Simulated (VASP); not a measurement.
# AlN (P1) in VASP: a series of runs

Runs on AlN. Level: LDA. Tasks: single point.

Program: VASP 6.6.1. These are calculated values, not measurements. Logs are shortened: lines on timing, memory, paths and dates and some standing lists are left out, and cuts for length are marked.

### Step 1. The cell of the first run

The typed cell holds 8 atoms: a = 3.089 Å, b = 3.089 Å, c = 9.941 Å, α = 84.06°, β = 87.03°, γ = 60.00°.

### Step 2. Single point, LDA

File INCAR:

```
SYSTEM = AlN
ALGO = Normal
EDIFF = 1E-6
ENCUT = 520
ISIF = 2
ISMEAR = 0
LASPH = .True.
LCHARG = .False.
LREAL = .False.
LWAVE = .False.
NBANDS = 26
NELM = 60
PREC = Accurate
SIGMA = 0.05
```

File KPOINTS:

```
k-points
0
Gamma
  8 8 3
  0 0 0
```

File POSCAR:

```
AlN
1.0
   -3.0886152975      0.0000000000      0.0000000000
   -1.5443076488     -2.6748193102      0.0000000000
   -0.5147692163     -0.8916064367      9.8871685333
Al N
4 4
Direct
    0.3333333333      0.0318298305      0.9045105086
    0.3333333333      0.1984964971      0.4045105086
    0.6666666667      0.6151631638      0.1545105086
    0.6666666667      0.4484964971      0.6545105086
    0.3333333333      0.3015035029      0.0954894914
    0.3333333333      0.1348368362      0.5954894914
    0.6666666667      0.5515035029      0.3454894914
    0.6666666667      0.3848368362      0.8454894914
```

Potentials or basis: VASP PAW LDA potentials, release 64 (Al, N).

On the command line:

```console
> cat potpaw_LDA.64/Al/POTCAR potpaw_LDA.64/N/POTCAR > POTCAR
> mpirun -np 1 vasp_std > vasp.out
```

OUTCAR:

```text
SYSTEM = AlN
   EDIFF = 1E-6
   ENCUT = 520
   ISIF = 2
   ISMEAR = 0
   LASPH = .True.
   LREAL = .False.
   NELM = 60
   PREC = Accurate

 ion  position               nearest neighbor table
   1  0.333  0.032  0.905-   8 1.88   8 1.88   8 1.88   5 2.15   3 2.68   4 3.05   4 3.05   4 3.05
                             3 3.22
   2  0.333  0.198  0.405-   7 1.88   7 1.88   7 1.88   6 1.89   4 3.05   3 3.05   3 3.05   4 3.05
                             4 3.05   3 3.05
   3  0.667  0.615  0.155-   5 1.88   5 1.88   5 1.88   7 1.89   1 2.68   2 3.05   2 3.05   2 3.05
                             1 3.22
   4  0.667  0.448  0.655-   6 1.88   6 1.88   6 1.88   8 1.89   2 3.05   1 3.05   1 3.05   2 3.05
                             1 3.05   2 3.05
   5  0.333  0.302  0.095-   3 1.88   3 1.88   3 1.88   1 2.15
   6  0.333  0.135  0.595-   4 1.88   4 1.88   4 1.88   2 1.89
   7  0.667  0.552  0.345-   2 1.88   2 1.88   2 1.88   3 1.89
   8  0.667  0.385  0.845-   1 1.88   1 1.88   1 1.88   4 1.89

  LATTYP: Found a base centered monoclinic cell.
 ALAT       =     3.0886152976
 B/A-ratio  =     1.7320508075
 C/A-ratio  =     3.2184734355
 COS(beta)  =    -0.1035687695

  Lattice vectors:

 A1 = (   3.0886152975,   0.0000000000,   0.0000000000)
 A2 = (  -1.5443076487,   2.6748193102,   0.0000000000)
 A3 = (  -0.5147692163,  -0.8916064367,   9.8871685333)

Analysis of symmetry for initial positions (statically):
=====================================================================
 Subroutine PRICEL returns:
 Original cell was already a primitive cell.

 Routine SETGRP: Setting up the symmetry group for a
 base centered monoclinic supercell.

 Subroutine GETGRP returns: Found  1 space group operations
 (whereof  1 operations were pure point group operations)
 out of a pool of  4 trial point group operations.

The static configuration has the point symmetry C_1 .

Analysis of symmetry for dynamics (positions and initial velocities):
=====================================================================
 Subroutine PRICEL returns:
 Original cell was already a primitive cell.

 Routine SETGRP: Setting up the symmetry group for a
 base centered monoclinic supercell.

 Subroutine GETGRP returns: Found  1 space group operations
 (whereof  1 operations were pure point group operations)
 out of a pool of  4 trial point group operations.

The dynamic configuration has the point symmetry C_1 .

 Subroutine INISYM returns: Found  1 space group operations
 (whereof  1 operations are pure point group operations),
 and found     1 'primitive' translations

----------------------------------------------------------------------------------------

                                     Primitive cell

  volume of cell :      81.6827

  direct lattice vectors                    reciprocal lattice vectors
    -3.088615298  0.000000000  0.000000000    -0.323769684  0.186928514 -0.000000000
    -1.544307649 -2.674819310  0.000000000     0.000000000 -0.373857029 -0.033713730
    -0.514769216 -0.891606437  9.887168533     0.000000000  0.000000000  0.101141191

  length of vectors
     3.088615298  3.088615298  9.940626288     0.373857029  0.375374072  0.101141191

  position of ions in fractional coordinates (direct lattice)
     0.333333333  0.031829831  0.904510509
     0.333333333  0.198496497  0.404510509
     0.666666667  0.615163164  0.154510509
     0.666666667  0.448496497  0.654510509
     0.333333333  0.301503503  0.095489491
     0.333333333  0.134836836  0.595489491
     0.666666667  0.551503503  0.345489491
     0.666666667  0.384836836  0.845489491

  ion indices of the primitive-cell ions
   primitive index   ion index
                 1           1
                 2           2
                 3           3
                 4           4
                 5           5
                 6           6
                 7           7
                 8           8

----------------------------------------------------------------------------------------

 KPOINTS: k-points

Automatic generation of k-mesh.
 Grid dimensions read from file:
 generate k-points for:    8    8    3

 Generating k-lattice:

  Cartesian coordinates                     Fractional coordinates (reciprocal lattice)
    -0.040471211  0.023366064 -0.000000000     0.125000000  0.000000000  0.000000000
     0.000000000 -0.046732129 -0.004214216     0.000000000  0.125000000 -0.000000000
     0.000000000  0.000000000  0.033713730     0.000000000  0.000000000  0.333333333

  Length of vectors
     0.046732129  0.046921759  0.033713730

  Shift w.r.t. Gamma in fractional coordinates (k-lattice)
     0.000000000  0.000000000  0.000000000

 Subroutine IBZKPT returns following result:
 ===========================================

 Found     98 irreducible k-points:

 Following reciprocal coordinates:
            Coordinates               Weight
  0.000000  0.000000  0.000000      1.000000
  0.125000  0.000000  0.000000      2.000000
  0.250000  0.000000  0.000000      2.000000
  0.375000 -0.000000  0.000000      2.000000
  0.500000  0.000000  0.000000      1.000000
  0.000000  0.125000  0.000000      2.000000
[... 16 lines left out ...]
 -0.375000 -0.375000  0.000000      2.000000
  0.125000  0.375000 -0.000000      2.000000
 [... further k-points ...]
   k-points           NKPTS =     98   k-points in BZ     NKDIM =     98   number of bands    NBANDS=     26
   number of dos      NEDOS =    301   number of ions     NIONS =      8
   total plane-waves  NPLWV =  46080
   dimension x,y,z NGX =    24 NGY =   24 NGZ =   80
   dimension x,y,z NGXF=    48 NGYF=   48 NGZF=  160
   ions per type =               4   4
   NGX,Y,Z   is equivalent  to a cutoff of  12.92, 12.92, 13.38 a.u.
   NGXF,Y,Z  is equivalent  to a cutoff of  25.84, 25.84, 26.76 a.u.
 SYSTEM =  AlN
   PREC   = accura    normal or accurate (medium, high low for compatibility)
   ISTART =      0    job   : 0-new  1-cont  2-samecut
   ICHARG =      2    charge: 1-file 2-atom 10-const
   ISPIN  =      1    spin polarized calculation?
   LNONCOLLINEAR =      F non collinear calculations
   LSORBIT =      F    spin-orbit coupling
   LASPH  =      T    aspherical Exc in radial PAW
   ENCUT  =  520.0 eV  38.22 Ry    6.18 a.u.   5.74  5.74 18.48*2*pi/ulx,y,z
   NELM   =     60;   NELMIN=  2; NELMDL= -5     # of ELM steps
   EDIFF  = 0.1E-05   stopping-criterion for ELM
   LREAL  =      F    real-space projection
   EDIFFG = 0.1E-04   stopping-criterion for IOM
   NSW    =      0    number of steps for IOM
   IBRION =     -1    ionic relax: 0-MD 1-quasi-New 2-CG
   NFREE  =      0    steps in history (QN), initial steepest desc. (CG)
   ISIF   =      2    stress and relaxation
   ISYM   =      2    0-nonsym 1-usesym 2-fastsym
   POTIM  = 0.5000    time-step for ionic-motion
   TEBEG  =    0.0;   TEEND  =   0.0 temperature during run
   PSTRESS=    0.0 pullay stress
   NELECT =      32.0000    total number of electrons
   NUPDOWN=      -1.0000    fix difference up-down
   EMIN   =  10.00;   EMAX   =-10.00  energy-range for DOS
   EFERMI =   0.00;   METHOD = LEGACY
   ISMEAR =     0;   SIGMA  =   0.05  broadening in eV -4-tet -1-fermi 0-gaus
   EFERMI_NEDOS =   21; number of points for ismear=-14 and -15
   IALGO  =     38    algorithm
   IMIX   =      4    mixing-type and parameters
     AMIX     =   0.40;   BMIX     =  1.00
     AMIX_MAG =   1.60;   BMIX_MAG =  1.00
  volume/ion in A,a.u.               =      10.21        68.90
  Fermi-wavevector in a.u.,A,eV,Ry     =   1.197884  2.263672 19.523354  1.434926
  Thomas-Fermi vector in A             =   2.333787
   LORBIT       =      0    0 simple, 1 ext, 2 COOP (PROOUT), +10 PAW based schemes
   GGA     = CA    functional components
   LHFCALC =     F    Hartree Fock is set to
   AEXX    =    0.0000 exact exchange contribution
   IVDW    =     0    specifies the selected vdW correction
   LEPSILON=     F    determine dielectric tensor
   LRPA    =     F    only Hartree local field effects (RPA)
 non-spin polarized calculation
 Gauss-broadening in eV      SIGMA  =   0.05
  energy-cutoff  :      520.00
  volume of cell :       81.68
 maximum number of plane-waves:      2220
   NGX = 11   NGY = 11   NGZ = 37

 number of electron      32.0000001 magnetization

 Free energy of the ion-electron system (eV)
  ---------------------------------------------------
  ext. energy  EPLUGINS =         0.00000000
  ---------------------------------------------------
  free energy    TOTEN  =       -64.64122834 eV

  energy without entropy =      -64.64122834  energy(sigma->0) =      -64.64122834

 E-fermi :   6.8157     XC(G=0): -11.3668

 val. band max:        6.5521476844   @ k =   0.0000   0.0000   0.0000
 cond. band min:       9.9541126760   @ k =   0.0000   0.5000   0.3333
 fundamental gap:      3.4019649916
 Fermi energy:         6.8156628437

 k-point     1 :       0.0000    0.0000    0.0000
  band No.  band energies     occupation
      1      -9.0071      2.00000
      2      -8.0797      2.00000
      3      -8.0408      2.00000
      4      -6.6762      2.00000
      5       0.0356      2.00000
      6       2.7484      2.00000
[... 18 lines left out ...]
     25      17.2500      0.00000
     26      17.3888      0.00000

 k-point     2 :       0.1250    0.0000    0.0000
  band No.  band energies     occupation
      1      -8.7992      2.00000
      2      -7.8994      2.00000
      3      -7.8565      2.00000
      4      -6.5560      2.00000
      5       0.2774      2.00000
      6       2.6774      2.00000
[... 18 lines left out ...]
     25      17.1834      0.00000
[... 608 lines left out ...]
     25      17.4284      0.00000
     26      17.6310      0.00000

 k-point    24 :       0.1250    0.3750   -0.0000
  band No.  band energies     occupation
      1      -7.6958      2.00000
      2      -7.1262      2.00000
      3      -6.8081      2.00000
      4      -6.0652      2.00000
      5       1.1089      2.00000
      6       1.5138      2.00000
[... 18 lines left out ...]
     25      16.6875      0.00000
     26      17.2777      0.00000

 [... further k-points ...]

------------------------ aborting loop because EDIFF is reached ----------------------------------------

  FORCE on cell =-STRESS in cart. coord.  units (eV):
  Direction    XX          YY          ZZ          XY          YZ          ZX
  --------------------------------------------------------------------------------------
  -------------------------------------------------------------------------------------
  Total       -0.1004507     -2.8410860      2.0568082     -1.4078713      2.3379680      2.3251290
  in kB       -1.9703041    -55.7268830     40.3435554    -27.6148907     45.8584042     45.6065727
  external PRESSURE =      -5.7845439 kB  Pullay stress =       0.0000000 kB

 VOLUME and BASIS-vectors are now :
 -----------------------------------------------------------------------------
  energy-cutoff  :      520.00
  volume of cell :       81.68
      direct lattice vectors                 reciprocal lattice vectors
    -3.088615298  0.000000000  0.000000000    -0.323769684  0.186928514 -0.000000000
    -1.544307649 -2.674819310  0.000000000     0.000000000 -0.373857029 -0.033713730
    -0.514769216 -0.891606437  9.887168533     0.000000000  0.000000000  0.101141191

 POSITION                                       TOTAL-FORCE (eV/Angst)
 -----------------------------------------------------------------------------------
     -1.54431     -0.89161      8.94305        -0.217519     -1.172894      0.147375
     -1.54431     -0.89161      3.99946         0.007638      0.014044     -0.077600
     -3.08862     -1.78321      1.52767        -0.228808      0.356489      0.941307
     -3.08862     -1.78321      6.47126        -0.073929     -0.009483     -0.115541
     -1.54431     -0.89161      0.94412         1.041154      0.762477     -0.548981
     -1.54431     -0.89161      5.88770        -0.019288      0.011051      0.031978
     -3.08862     -1.78321      3.41591         0.062593      0.006860      0.063349
     -3.08862     -1.78321      8.35950        -0.571842      0.031455     -0.441886
 -----------------------------------------------------------------------------------
    total drift:                               -0.000040     -0.000093     -0.001108

  FREE ENERGIE OF THE ION-ELECTRON SYSTEM (eV)
  ---------------------------------------------------
  free  energy   TOTEN  =       -64.6412283402 eV

  energy  without entropy=      -64.6412283402  energy(sigma->0) =      -64.64122834
```

Wall time 3.5 min (1 thread of Intel Xeon 8259CL, shared host); peak memory 0.28 GiB.

What came out:

```
Free energy            : -64.6412 eV
Pressure               : -0.6 GPa
Largest force          : 1.402 eV/Å
Band gap on the k mesh : 3.40 eV (least direct gap 3.58 eV)
```

Forces in eV/Å, atoms in the order of the input:
```
Al  -0.218 -1.173  0.147
Al   0.008  0.014 -0.078
Al  -0.229  0.356  0.941
Al  -0.074 -0.009 -0.116
N    1.041  0.762 -0.549
N   -0.019  0.011  0.032
N    0.063  0.007  0.063
N   -0.572  0.031 -0.442
```

Caveat: an odd mesh through Γ misses points on the zone boundary, where band edges can lie; forces of over 1 eV/Å act on the atoms, so gaps and moduli don't describe the material at rest.

### Step 3. Single point, LDA

File INCAR:

```
PREC = Accurate
ENCUT = 520
EDIFF = 1E-6
ISMEAR = 0
SIGMA = 0.05
LREAL = F
LASPH = T
NELM = 100
ALGO = Normal
ISIF = 2
LWAVE = F
LCHARG = T
GGA = CA
LELF = T
LVHAR = T
NBANDS = 26
```

File KPOINTS:

```
Automatic mesh
0
Gamma
  8 8 3
```

File POSCAR:

```
AlN
1.0
   -3.0886152975      0.0000000000      0.0000000000
   -1.5443076488     -2.6748193102      0.0000000000
   -0.3860769122     -0.6687048275      9.8871685333
Al N
4 4
Direct
    0.3333333333      0.1072057062      0.9045105086
    0.3333333333      0.2322057062      0.4045105086
    0.6666666667      0.6280390395      0.1545105086
    0.6666666667      0.5030390395      0.6545105086
    0.3333333333      0.3094609605      0.0954894914
    0.3333333333      0.1844609605      0.5954894914
    0.6666666667      0.5802942938      0.3454894914
    0.6666666667      0.4552942938      0.8454894914
```

Potentials or basis: VASP PAW LDA potentials, release 64 (Al, N).

On the command line:

```console
> cat potpaw_LDA.64/Al/POTCAR potpaw_LDA.64/N/POTCAR > POTCAR
> mpirun -np 1 vasp_std > vasp.out
```

OUTCAR:

```text
PREC = Accurate
   ENCUT = 520
   EDIFF = 1E-6
   ISMEAR = 0
   LREAL = F
   LASPH = T
   NELM = 100
   ISIF = 2
   GGA = CA

 ion  position               nearest neighbor table
   1  0.333  0.107  0.905-   8 1.88   8 1.88   8 1.88   5 2.04   3 2.74   4 3.05   4 3.05   4 3.05
                             3 3.14
   2  0.333  0.232  0.405-   7 1.88   7 1.88   7 1.88   6 1.89   4 3.05   3 3.05   4 3.05   3 3.05
                             3 3.05   4 3.05
   3  0.667  0.628  0.155-   5 1.88   5 1.88   5 1.88   7 1.89   1 2.74   2 3.05   2 3.05   2 3.05
                             1 3.14
   4  0.667  0.503  0.655-   6 1.88   6 1.88   6 1.88   8 1.89   2 3.05   1 3.05   2 3.05   1 3.05
                             1 3.05   2 3.05
   5  0.333  0.309  0.095-   3 1.88   3 1.88   3 1.88   1 2.04
   6  0.333  0.184  0.595-   4 1.88   4 1.88   4 1.88   2 1.89
   7  0.667  0.580  0.345-   2 1.88   2 1.88   2 1.88   3 1.89
   8  0.667  0.455  0.845-   1 1.88   1 1.88   1 1.88   4 1.89

  LATTYP: Found a base centered monoclinic cell.
 ALAT       =     3.0886152976
 B/A-ratio  =     1.7320508075
 C/A-ratio  =     3.2109126652
 COS(beta)  =    -0.0778594830

  Lattice vectors:

[... 198 lines left out ...]
  band No.  band energies     occupation
      1      -9.0241      2.00000
      2      -8.0969      2.00000
      3      -8.0660      2.00000
      4      -6.7055      2.00000
      5       0.0100      2.00000
      6       2.7453      2.00000
[... 685 lines left out ...]
     25      16.8214      0.00000
     26      17.2571      0.00000

 [... further k-points ...]

------------------------ aborting loop because EDIFF is reached ----------------------------------------

  FORCE on cell =-STRESS in cart. coord.  units (eV):
  Direction    XX          YY          ZZ          XY          YZ          ZX
  --------------------------------------------------------------------------------------
  -------------------------------------------------------------------------------------
  Total        0.2373292     -1.7960598      1.1523016     -0.7806210      2.6663462      2.0888410
  in kB        4.6551263    -35.2290685     22.6019828    -15.3116003     52.2994260     40.9718670
  external PRESSURE =      -2.6573198 kB  Pullay stress =       0.0000000 kB

 VOLUME and BASIS-vectors are now :
 -----------------------------------------------------------------------------
  energy-cutoff  :      520.00
  volume of cell :       81.68
      direct lattice vectors                 reciprocal lattice vectors
    -3.088615298  0.000000000  0.000000000    -0.323769684  0.186928514 -0.000000000
    -1.544307649 -2.674819310  0.000000000     0.000000000 -0.373857029 -0.025285298
    -0.386076912 -0.668704828  9.887168533     0.000000000  0.000000000  0.101141191

 POSITION                                       TOTAL-FORCE (eV/Angst)
 -----------------------------------------------------------------------------------
     -1.54431     -0.89161      8.94305        -0.349549     -1.156646      0.247511
     -1.54431     -0.89161      3.99946         0.008568      0.014502     -0.057036
     -3.08862     -1.78321      1.52767        -0.103911      0.322382      0.629671
     -3.08862     -1.78321      6.47126        -0.056182     -0.024051     -0.084774
     -1.54431     -0.89161      0.94412         0.884891      0.889131     -0.543801
     -1.54431     -0.89161      5.88770        -0.012177      0.006438      0.029315
     -3.08862     -1.78321      3.41591         0.045279      0.018234      0.049495
     -3.08862     -1.78321      8.35950        -0.416918     -0.069989     -0.270380
 -----------------------------------------------------------------------------------
    total drift:                                0.000527      0.000843     -0.000827

  FREE ENERGIE OF THE ION-ELECTRON SYSTEM (eV)
  ---------------------------------------------------
  free  energy   TOTEN  =       -65.0269973709 eV

  energy  without entropy=      -65.0269973709  energy(sigma->0) =      -65.02699737
```

OSZICAR:

```text
N       E                     dE             d eps       ncg     rms          rms(c)
DAV:   1     0.102182789794E+03    0.10218E+03   -0.14879E+04  5096   0.111E+03
DAV:   2    -0.663570748371E+02   -0.16854E+03   -0.15788E+03  6802   0.219E+02
DAV:   3    -0.751592082603E+02   -0.88021E+01   -0.87528E+01  6876   0.510E+01
DAV:   4    -0.752255866706E+02   -0.66378E-01   -0.66340E-01  6064   0.517E+00
DAV:   5    -0.752263402835E+02   -0.75361E-03   -0.75338E-03  6820   0.541E-01    0.174E+01
DAV:   6    -0.652500665716E+02    0.99763E+01   -0.32042E+01  6096   0.296E+01    0.625E+00
DAV:   7    -0.651503996594E+02    0.99667E-01   -0.12838E+00  6424   0.563E+00    0.401E+00
DAV:   8    -0.650377084149E+02    0.11269E+00   -0.13980E-01  6142   0.250E+00    0.687E-01
DAV:   9    -0.650268935530E+02    0.10815E-01   -0.17506E-02  6848   0.680E-01    0.268E-01
DAV:  10    -0.650270998657E+02   -0.20631E-03   -0.16569E-03  6008   0.225E-01    0.100E-01
DAV:  11    -0.650269976659E+02    0.10220E-03   -0.28117E-04  5888   0.106E-01    0.228E-02
DAV:  12    -0.650269976653E+02    0.63937E-09   -0.17475E-05  6698   0.245E-02    0.101E-02
DAV:  13    -0.650269973709E+02    0.29439E-06   -0.85741E-07  3352   0.683E-03
   1 F= -.65026997E+02 E0= -.65026997E+02  d E =-.295911E-18
```

Wall time 3.6 min (1 thread of Intel Xeon 8259CL, shared host); peak memory 0.28 GiB.

Results:

| Item | Value |
| --- | --- |
| Free energy | -65.0270 eV |
| Pressure | -0.3 GPa |
| Largest force | 1.367 eV/Å |
| Band gap on the k mesh | 3.80 eV (least direct gap 3.83 eV) |

Forces on the atoms (eV/Å):
```
Al  -0.350 -1.157  0.248
Al   0.009  0.015 -0.057
Al  -0.104  0.322  0.630
Al  -0.056 -0.024 -0.085
N    0.885  0.889 -0.544
N   -0.012  0.006  0.029
N    0.045  0.018  0.049
N   -0.417 -0.070 -0.270
```

Levels at points of the mesh, in eV from the valence-band top:
```tsv
k point	band 14	band 15	band 16	band 17	band 18	band 19
(0.00, 0.00, 0.00)	-0.63	-0.53	0.00	3.83	5.86	6.26
(0.50, 0.00, 0.00)	-1.69	-1.40	-0.96	4.36	4.92	5.31
(0.00, 0.50, 0.00)	-1.78	-1.28	-0.82	4.13	5.11	5.27
(0.50, 0.50, 0.00)	-1.70	-1.11	-0.93	4.24	4.81	5.37
```

Caveat: an odd mesh through Γ misses points on the zone boundary, where band edges can lie; forces of over 1 eV/Å act on the atoms, so gaps and moduli don't describe the material at rest.

(Continued in part 2 of 2.)
